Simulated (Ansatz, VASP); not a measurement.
## One calculation of SiO2, two programs

```
CELL_PARAMETERS angstrom
4.31861 0.00000 0.00000
0.00000 4.31861 0.00000
0.00000 0.00000 3.00187
ATOMIC_POSITIONS crystal
Si 0.50000 0.50000 0.50000
Si 0.00000 0.00000 0.00000
O 0.69301 0.69301 0.00000
O 0.19301 0.80699 0.50000
O 0.30699 0.30699 0.00000
O 0.80699 0.19301 0.50000
```

Alike in both runs: task single point; functional PBE; k mesh 6 × 6 × 10; occupations gaussian, width 0.05 eV; no spin polarisation.

|  | VASP | Ansatz |
| --- | --- | --- |
| version | VASP 6.6.1 | Ansatz 0.2.0 |
| potentials or method | VASP PAW PBE potentials, release 64 (Si, O), cutoff 520 eV | scalar-relativistic, plane waves, PAW |
| valence electrons in the cell | 32 | 32 |

```tsv
	VASP	Ansatz	Ansatz less VASP
gap on the k mesh at the Fermi level (eV)	2.32	2.34	+0.022
least direct gap on the mesh (eV)	2.32	2.34	+0.022
rms of the force components (eV/Å)	0.072	0.071	-0.0005
```

Atom by atom the forces differ by 0.000 eV/Å (rms over components).
